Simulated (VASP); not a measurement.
Input of a VASP 6.6.1 run:

The input POSCAR:

```
Ge
1.0
    3.9975900000      0.0000000000      0.0000000000
   -1.9987900000      3.4620100000      0.0000000000
    0.0000000000      0.0000000000      6.5993800000
Ge
4
Direct
    0.6666666667      0.3333333333      0.0629000000
    0.3333333333      0.6666666667      0.5629000000
    0.6666666667      0.3333333333      0.4371000000
    0.3333333333      0.6666666667      0.9371000000
```

Contents of INCAR.step1:

```
SYSTEM = Ge
  ALGO = Normal
  EDIFF = 1E-4
  ENCUT = 520
  GGA = PE
  ISMEAR = -1
  LASPH = .TRUE.
  LCHARG = .FALSE.
  LREAL = .FALSE.
  LWAVE = .TRUE.
  NBANDS = 36
  NELM = 60
  PREC = Accurate
  SIGMA = 0.1
```

File INCAR.step2:

```
SYSTEM = Ge
  ALGO = Normal
  EDIFF = 1E-6
  ENCUT = 520
  ISIF = 2
  ISMEAR = -1
  ISTART = 1
  LASPH = .TRUE.
  LCHARG = .FALSE.
  LMIXTAU = .TRUE.
  LREAL = .FALSE.
  LWAVE = .FALSE.
  METAGGA = R2SCAN
  NBANDS = 36
  NELM = 60
  PREC = Accurate
  SIGMA = 0.1
```

Contents of KPOINTS:

```
k-points
0
G
  2 2 1
  0 0 0
```

Potentials or basis: VASP PAW PBE potentials, release 64 (Ge_d).

Run with:

```console
$ cat potpaw_PBE.64/Ge_d/POTCAR > POTCAR
$ cp INCAR.step1 INCAR
$ mpirun -np 1 vasp_std > vasp.out
$ cp INCAR.step2 INCAR
$ mpirun -np 1 vasp_std > vasp.out
```

(1) What does it give for the band gap on the k mesh?

(2) Predict the pressure.

Results:

(1) 0.09 eV.

(2) 3.6 GPa.

Caveat: the k points lie up to 0.95 Å⁻¹ apart, too coarse for converged energies, forces and pressures; semilocal functionals underestimate gaps, and a narrow one can read as zero; the PAW data sets were made with another functional, which shifts forces and pressure a little.
